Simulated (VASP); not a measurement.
# CO2 (Pa-3) in VASP: notebook

The runs below take CO2 through single point, relaxation of cell and atoms, with PBE.

Program: VASP 6.6.1. These are calculated values, not measurements. Logs are shortened: lines on timing, memory, paths and dates and some standing lists are left out, and cuts for length are marked.

**1. The cell of the first run**

Symmetry: Pa-3, No. 205, cubic system. Conventional cell: a = 6.037 Å, b = 6.037 Å, c = 6.037 Å, α = 90.00°, β = 90.00°, γ = 90.00°. C (site symmetry -3) has 2 O at 1.17 Å within 1.6 Å. O (site symmetry 3) has 1 C at 1.17 Å within 1.6 Å.

**2. Single point, PBE**

Input file INCAR:

```
  PREC = Accurate
  ENCUT = 910
  EDIFF = 1E-6
  ISMEAR = 0
  SIGMA = 0.02
  LREAL = F
  LASPH = T
  NELM = 120
  ALGO = Normal
  ISIF = 2
  LWAVE = F
  LCHARG = F
  GGA = PE
  NBANDS = 44
  GGA_COMPAT = F
```

Input file KPOINTS:

```
Automatic mesh
0
Gamma
  4 4 4
```

Input file POSCAR:

```
CO2
1.0
    6.0374685813      0.0000000000      0.0000000000
    0.0000000000      6.0374685813      0.0000000000
    0.0000000000      0.0000000000      6.0374685813
C O
4 8
Direct
    0.0000000000      0.0000000000      0.0000000000
    0.5000000000      0.0000000000      0.5000000000
    0.5000000000      0.5000000000      0.0000000000
    0.0000000000      0.5000000000      0.5000000000
    0.1118537011      0.1118537011      0.1118537011
    0.3881462989      0.8881462989      0.6118537011
    0.6118537011      0.3881462989      0.8881462989
    0.8881462989      0.6118537011      0.3881462989
    0.8881462989      0.8881462989      0.8881462989
    0.6118537011      0.1118537011      0.3881462989
    0.3881462989      0.6118537011      0.1118537011
    0.1118537011      0.3881462989      0.6118537011
```

Potentials or basis: VASP PAW PBE potentials, release 64 (C_h, O_h).

On the command line:

```
$ cat potpaw_PBE.64/C_h/POTCAR potpaw_PBE.64/O_h/POTCAR > POTCAR
$ mpirun -np 1 vasp_std > vasp.out
```

OUTCAR:

```text
PREC = Accurate
   ENCUT = 910
   EDIFF = 1E-6
   ISMEAR = 0
   LREAL = F
   LASPH = T
   NELM = 120
   ISIF = 2
   GGA = PE

 ion  position               nearest neighbor table
   1  0.000  0.000  0.000-   5 1.17   9 1.17
   2  0.500  0.000  0.500-   6 1.17  10 1.17
   3  0.500  0.500  0.000-   7 1.17  11 1.17
   4  0.000  0.500  0.500-   8 1.17  12 1.17
   5  0.112  0.112  0.112-   1 1.17
   6  0.388  0.888  0.612-   2 1.17
   7  0.612  0.388  0.888-   3 1.17
   8  0.888  0.612  0.388-   4 1.17
   9  0.888  0.888  0.888-   1 1.17
  10  0.612  0.112  0.388-   2 1.17
  11  0.388  0.612  0.112-   3 1.17
  12  0.112  0.388  0.612-   4 1.17

  LATTYP: Found a simple cubic cell.
 ALAT       =     6.0374685813

  Lattice vectors:

 A1 = (   6.0374685813,   0.0000000000,   0.0000000000)
 A2 = (   0.0000000000,   6.0374685813,   0.0000000000)
 A3 = (   0.0000000000,   0.0000000000,   6.0374685813)

Analysis of symmetry for initial positions (statically):
=====================================================================
 Subroutine PRICEL returns:
 Original cell was already a primitive cell.

 Routine SETGRP: Setting up the symmetry group for a
 simple cubic supercell.

 Subroutine GETGRP returns: Found 24 space group operations
 (whereof  6 operations were pure point group operations)
 out of a pool of 48 trial point group operations.

The static configuration has the point symmetry S_6 .
 The point group associated with its full space group is T_h .

Analysis of symmetry for dynamics (positions and initial velocities):
=====================================================================
 Subroutine PRICEL returns:
 Original cell was already a primitive cell.

 Routine SETGRP: Setting up the symmetry group for a
 simple cubic supercell.

 Subroutine GETGRP returns: Found 24 space group operations
 (whereof  6 operations were pure point group operations)
 out of a pool of 48 trial point group operations.

The dynamic configuration has the point symmetry S_6 .
 The point group associated with its full space group is T_h .

 Subroutine INISYM returns: Found 24 space group operations
[... 108 lines left out ...]
   NFREE  =      0    steps in history (QN), initial steepest desc. (CG)
   ISIF   =      2    stress and relaxation
   ISYM   =      2    0-nonsym 1-usesym 2-fastsym
   POTIM  = 0.5000    time-step for ionic-motion
   TEBEG  =    0.0;   TEEND  =   0.0 temperature during run
   PSTRESS=    0.0 pullay stress
   NELECT =      64.0000    total number of electrons
   NUPDOWN=      -1.0000    fix difference up-down
   EMIN   =  10.00;   EMAX   =-10.00  energy-range for DOS
   EFERMI =   0.00;   METHOD = LEGACY
   ISMEAR =     0;   SIGMA  =   0.02  broadening in eV -4-tet -1-fermi 0-gaus
   EFERMI_NEDOS =   21; number of points for ismear=-14 and -15
   IALGO  =     38    algorithm
   IMIX   =      4    mixing-type and parameters
     AMIX     =   0.40;   BMIX     =  1.00
     AMIX_MAG =   1.60;   BMIX_MAG =  1.00
  volume/ion in A,a.u.               =      18.34       123.76
  Fermi-wavevector in a.u.,A,eV,Ry     =   1.084626  2.049646 16.006073  1.176413
  Thomas-Fermi vector in A             =   2.220720
   LORBIT       =      0    0 simple, 1 ext, 2 COOP (PROOUT), +10 PAW based schemes
   GGA     = PE    functional components
   LHFCALC =     F    Hartree Fock is set to
   AEXX    =    0.0000 exact exchange contribution
   IVDW    =     0    specifies the selected vdW correction
   LEPSILON=     F    determine dielectric tensor
   LRPA    =     F    only Hartree local field effects (RPA)
 non-spin polarized calculation
 Gauss-broadening in eV      SIGMA  =   0.02
  energy-cutoff  :      910.00
  volume of cell :      220.07
 maximum number of plane-waves:     13780
   NGX = 29   NGY = 29   NGZ = 29

 number of electron      63.9999978 magnetization

 Free energy of the ion-electron system (eV)
  ---------------------------------------------------
  ext. energy  EPLUGINS =         0.00000000
  ---------------------------------------------------
  free energy    TOTEN  =       -93.32630664 eV

  energy without entropy =      -93.32630664  energy(sigma->0) =      -93.32630664

 E-fermi :  -4.2167     XC(G=0):  -6.9314

 val. band max:       -4.3672558039   @ k =   0.0000   0.0000   0.0000
 cond. band min:       2.2727631926   @ k =   0.0000   0.0000   0.0000
 fundamental gap:      6.6400189965
 Fermi energy:        -4.2166922679

 k-point     1 :       0.0000    0.0000    0.0000
  band No.  band energies     occupation
      1     -24.6512      2.00000
      2     -24.5597      2.00000
      3     -24.5597      2.00000
      4     -24.5597      2.00000
      5     -23.5936      2.00000
      6     -23.5936      2.00000
[... 506 lines left out ...]
     43       4.8949      0.00000
     44       4.8949      0.00000

------------------------ aborting loop because EDIFF is reached ----------------------------------------

  FORCE on cell =-STRESS in cart. coord.  units (eV):
  Direction    XX          YY          ZZ          XY          YZ          ZX
  --------------------------------------------------------------------------------------
  -------------------------------------------------------------------------------------
  Total       -0.4023583     -0.4023583     -0.4023583     -0.0000000      0.0000000     -0.0000000
  in kB       -2.9292663     -2.9292663     -2.9292663     -0.0000000      0.0000000     -0.0000000
  external PRESSURE =      -2.9292663 kB  Pullay stress =       0.0000000 kB

 VOLUME and BASIS-vectors are now :
 -----------------------------------------------------------------------------
  energy-cutoff  :      910.00
  volume of cell :      220.07
      direct lattice vectors                 reciprocal lattice vectors
     6.037468581  0.000000000  0.000000000     0.165632332  0.000000000  0.000000000
     0.000000000  6.037468581  0.000000000     0.000000000  0.165632332  0.000000000
     0.000000000  0.000000000  6.037468581     0.000000000  0.000000000  0.165632332

 POSITION                                       TOTAL-FORCE (eV/Angst)
 -----------------------------------------------------------------------------------
      0.00000      0.00000      0.00000         0.000000      0.000000      0.000000
      3.01873      0.00000      3.01873         0.000000      0.000000      0.000000
      3.01873      3.01873      0.00000         0.000000      0.000000      0.000000
      0.00000      3.01873      3.01873         0.000000      0.000000      0.000000
      0.67531      0.67531      0.67531         0.011261      0.011261      0.011261
      2.34342      5.36216      3.69405        -0.011261     -0.011261      0.011261
      3.69405      2.34342      5.36216         0.011261     -0.011261     -0.011261
      5.36216      3.69405      2.34342        -0.011261      0.011261     -0.011261
      5.36216      5.36216      5.36216        -0.011261     -0.011261     -0.011261
      3.69405      0.67531      2.34342         0.011261      0.011261     -0.011261
      2.34342      3.69405      0.67531        -0.011261      0.011261      0.011261
      0.67531      2.34342      3.69405         0.011261     -0.011261      0.011261
 -----------------------------------------------------------------------------------
    total drift:                                0.000000     -0.000000      0.000000

  FREE ENERGIE OF THE ION-ELECTRON SYSTEM (eV)
  ---------------------------------------------------
  free  energy   TOTEN  =       -93.3263066416 eV

  energy  without entropy=      -93.3263066416  energy(sigma->0) =      -93.32630664
```

It took 3.7 min on 1 thread of Intel Xeon Platinum 8175M at 2.50GHz (Skylake/Cascade Lake), shared host; peak memory 0.58 GiB.

Results:

```yaml
Free_energy: -93.3263 eV
Pressure: -0.3 GPa
Largest_force: 0.020 eV/Å
Band_gap_on_the_k_mesh: 6.64 eV
```

Forces in eV/Å, atoms in the order of the input:
```
C    0.000  0.000  0.000
C    0.000  0.000  0.000
C    0.000  0.000  0.000
C    0.000  0.000  0.000
O    0.011  0.011  0.011
O   -0.011 -0.011  0.011
O    0.011 -0.011 -0.011
O   -0.011  0.011 -0.011
O   -0.011 -0.011 -0.011
O    0.011  0.011 -0.011
O   -0.011  0.011  0.011
O    0.011 -0.011  0.011
```

Levels at points of the mesh, in eV from the valence-band top:
| k point | band 30 | band 31 | band 32 | band 33 | band 34 | band 35 |
| --- | --- | --- | --- | --- | --- | --- |
| (0.00, 0.00, 0.00) | -0.11 | 0.00 | 0.00 | 6.64 | 8.23 | 8.23 |
| (0.50, 0.00, 0.00) | -0.17 | -0.05 | -0.05 | 7.94 | 7.94 | 8.17 |
| (0.50, 0.50, 0.00) | -0.17 | -0.17 | -0.17 | 8.14 | 8.14 | 8.14 |
| (0.50, 0.50, 0.50) | -0.18 | -0.18 | -0.18 | 8.19 | 8.19 | 8.19 |

Caveat: the cutoff is under 1.25 times the usual one of these potentials, so pressure, stress and relaxed cells hold a basis-set (Pulay) error; this functional lacks dispersion, which holds the molecules together, so the pressure and a relaxed volume are unreliable.

**3. Relaxation of cell and atoms, PBE**

Input file INCAR:

```
PREC = Accurate
ENCUT = 600
EDIFF = 1E-6
ISMEAR = 0
SIGMA = 0.02
LREAL = False
LASPH = True
NELM = 100
ALGO = Normal
ISIF = 3
LWAVE = False
LCHARG = False
GGA = PE
IBRION = 2
NSW = 100
EDIFFG = -0.01
```

Input file KPOINTS:

```
regular mesh
0
Gamma
  4 4 4
```

POSCAR is that of step 2.

Potentials or basis: VASP PAW PBE potentials, release 64 (C, O).

On the command line:

```
$ cat potpaw_PBE.64/C/POTCAR potpaw_PBE.64/O/POTCAR > POTCAR
$ mpirun -np 1 vasp_std > vasp.out
```

OUTCAR:

```text
PREC = Accurate
   ENCUT = 600
   EDIFF = 1E-6
   ISMEAR = 0
   LREAL = False
   LASPH = True
   NELM = 100
   ISIF = 3
   GGA = PE
   IBRION = 2
   NSW = 100
   EDIFFG = -0.01

 ion  position               nearest neighbor table
   1  0.000  0.000  0.000-   5 1.17   9 1.17
   2  0.500  0.000  0.500-   6 1.17  10 1.17
   3  0.500  0.500  0.000-   7 1.17  11 1.17
   4  0.000  0.500  0.500-   8 1.17  12 1.17
   5  0.112  0.112  0.112-   1 1.17
   6  0.388  0.888  0.612-   2 1.17
   7  0.612  0.388  0.888-   3 1.17
   8  0.888  0.612  0.388-   4 1.17
   9  0.888  0.888  0.888-   1 1.17
  10  0.612  0.112  0.388-   2 1.17
  11  0.388  0.612  0.112-   3 1.17
  12  0.112  0.388  0.612-   4 1.17

  LATTYP: Found a simple cubic cell.
 ALAT       =     6.0374685813

  Lattice vectors:

 A1 = (   6.0374685813,   0.0000000000,   0.0000000000)
 A2 = (   0.0000000000,   6.0374685813,   0.0000000000)
 A3 = (   0.0000000000,   0.0000000000,   6.0374685813)

Analysis of symmetry for initial positions (statically):
=====================================================================
 Subroutine PRICEL returns:
 Original cell was already a primitive cell.

 Routine SETGRP: Setting up the symmetry group for a
 simple cubic supercell.

 Subroutine GETGRP returns: Found 24 space group operations
 (whereof  6 operations were pure point group operations)
 out of a pool of 48 trial point group operations.

The static configuration has the point symmetry S_6 .
 The point group associated with its full space group is T_h .

Analysis of symmetry for dynamics (positions and initial velocities):
=====================================================================
 Subroutine PRICEL returns:
 Original cell was already a primitive cell.

 Routine SETGRP: Setting up the symmetry group for a
 simple cubic supercell.

[... 129 lines left out ...]
   IMIX   =      4    mixing-type and parameters
     AMIX     =   0.40;   BMIX     =  1.00
     AMIX_MAG =   1.60;   BMIX_MAG =  1.00
  volume/ion in A,a.u.               =      18.34       123.76
  Fermi-wavevector in a.u.,A,eV,Ry     =   1.084626  2.049646 16.006073  1.176413
  Thomas-Fermi vector in A             =   2.220720
   LORBIT       =      0    0 simple, 1 ext, 2 COOP (PROOUT), +10 PAW based schemes
   GGA     = PE    functional components
   LHFCALC =     F    Hartree Fock is set to
   AEXX    =    0.0000 exact exchange contribution
   IVDW    =     0    specifies the selected vdW correction
   LEPSILON=     F    determine dielectric tensor
   LRPA    =     F    only Hartree local field effects (RPA)
 conjugate gradient relaxation of ions
 non-spin polarized calculation
 Gauss-broadening in eV      SIGMA  =   0.02
  energy-cutoff  :      600.00
  volume of cell :      220.07
 maximum number of plane-waves:      7400
   NGX = 25   NGY = 25   NGZ = 25

--------------------------------------- Ionic step        1  -------------------------------------------

 number of electron      64.0000006 magnetization

 Free energy of the ion-electron system (eV)
  ---------------------------------------------------
  ext. energy  EPLUGINS =         0.00000000
  ---------------------------------------------------
  free energy    TOTEN  =       -92.30637675 eV

  energy without entropy =      -92.30637675  energy(sigma->0) =      -92.30637675

------------------------ aborting loop because EDIFF is reached ----------------------------------------

  FORCE on cell =-STRESS in cart. coord.  units (eV):
  Direction    XX          YY          ZZ          XY          YZ          ZX
  --------------------------------------------------------------------------------------
  -------------------------------------------------------------------------------------
  Total        1.4654343      1.4654343      1.4654343     -0.0000000      0.0000000      0.0000000
  in kB       10.6687195     10.6687195     10.6687195     -0.0000000      0.0000000      0.0000000
  external PRESSURE =      10.6687195 kB  Pullay stress =       0.0000000 kB
[... 119 lines left out ...]
  FREE ENERGIE OF THE ION-ELECTRON SYSTEM (eV)
  ---------------------------------------------------
  free  energy   TOTEN  =       -92.3194355307 eV

  energy  without entropy=      -92.3194355307  energy(sigma->0) =      -92.31943553

[... ionic steps 4 to 9 ...]

--------------------------------------- Ionic step       10  -------------------------------------------

 number of electron      63.9999960 magnetization

------------------------ aborting loop because EDIFF is reached ----------------------------------------
[... 87 lines left out ...]
--------------------------------------- Ionic step       12  -------------------------------------------

 number of electron      63.9999971 magnetization

 Free energy of the ion-electron system (eV)
  ---------------------------------------------------
  ext. energy  EPLUGINS =         0.00000000
  ---------------------------------------------------
  free energy    TOTEN  =       -92.34384781 eV

  energy without entropy =      -92.34384781  energy(sigma->0) =      -92.34384781

 E-fermi :  -4.1488     XC(G=0):  -7.3327

 val. band max:       -4.2978271576   @ k =   0.0000   0.0000   0.0000
 cond. band min:       2.3365775159   @ k =   0.0000   0.0000   0.0000
 fundamental gap:      6.6344046736
 Fermi energy:        -4.1487530172

 k-point     1 :       0.0000    0.0000    0.0000
  band No.  band energies     occupation
      1     -24.6933      2.00000
      2     -24.5588      2.00000
      3     -24.5588      2.00000
      4     -24.5588      2.00000
      5     -23.6040      2.00000
      6     -23.6040      2.00000
[... 490 lines left out ...]
  FREE ENERGIE OF THE ION-ELECTRON SYSTEM (eV)
  ---------------------------------------------------
  free  energy   TOTEN  =       -92.3438478130 eV

  energy  without entropy=      -92.3438478130  energy(sigma->0) =      -92.34384781

 reached required accuracy - stopping structural energy minimisation
```

It took 17 min on 1 thread of AMD EPYC 7R13, shared host; peak memory 0.34 GiB.

What came out:

```
Free energy                           : -92.3438 eV
Relaxed volume                        : 16.63 Å³/atom
Relaxed cell                          : a = 5.843 Å, b = 5.843 Å, c = 5.843 Å, α = 90.00°, β = 90.00°, γ = 90.00°
Space group after relaxing (to 0.1 Å) : Pa-3 (No. 205)
Energy gained by relaxing             : 3.1 meV/atom
Ionic steps                           : 12
Pressure after relaxing               : 0.0 GPa
Largest force after relaxing          : 0.007 eV/Å
Band gap on the k mesh                : 6.63 eV
```

Forces in eV/Å, atoms in the order of the input:
```
C    0.000  0.000  0.000
C    0.000  0.000  0.000
C    0.000  0.000  0.000
C    0.000  0.000  0.000
O    0.004  0.004  0.004
O   -0.004 -0.004  0.004
O    0.004 -0.004 -0.004
O   -0.004  0.004 -0.004
O   -0.004 -0.004 -0.004
O    0.004  0.004 -0.004
O   -0.004  0.004  0.004
O    0.004 -0.004  0.004
```

The path:
```csv
step,energy change (eV),largest force (eV/Å),pressure (GPa),volume (Å³)
1,0.0000,0.6122,1.07,220.07
2,0.3528,2.8245,-6.75,223.98
3,-0.0131,0.0131,-0.29,220.67
4,-0.0131,0.0258,-0.26,220.66
5,-0.0145,0.0254,-0.25,219.91
6,-0.0187,0.0266,-0.23,217.69
7,-0.0259,0.0325,-0.17,213.30
8,-0.0355,0.0653,0.04,204.68
9,-0.0240,0.2114,0.91,188.16
10,-0.0365,0.1558,0.37,200.19
11,-0.0373,0.0590,0.15,199.75
12,-0.0375,0.0068,0.01,199.51
```

Final structure:
```
CELL_PARAMETERS angstrom
5.84326 0.00000 0.00000
0.00000 5.84326 0.00000
0.00000 0.00000 5.84326
ATOMIC_POSITIONS crystal
C 0.00000 0.00000 0.00000
C 0.50000 0.00000 0.50000
C 0.50000 0.50000 0.00000
C 0.00000 0.50000 0.50000
O 0.11609 0.11609 0.11609
O 0.38391 0.88391 0.61609
O 0.61609 0.38391 0.88391
O 0.88391 0.61609 0.38391
O 0.88391 0.88391 0.88391
O 0.61609 0.11609 0.38391
O 0.38391 0.61609 0.11609
O 0.11609 0.38391 0.61609
```

Caveat: this functional lacks dispersion, which holds the molecules together, so the pressure and a relaxed volume are unreliable. A k mesh can miss the band edges.
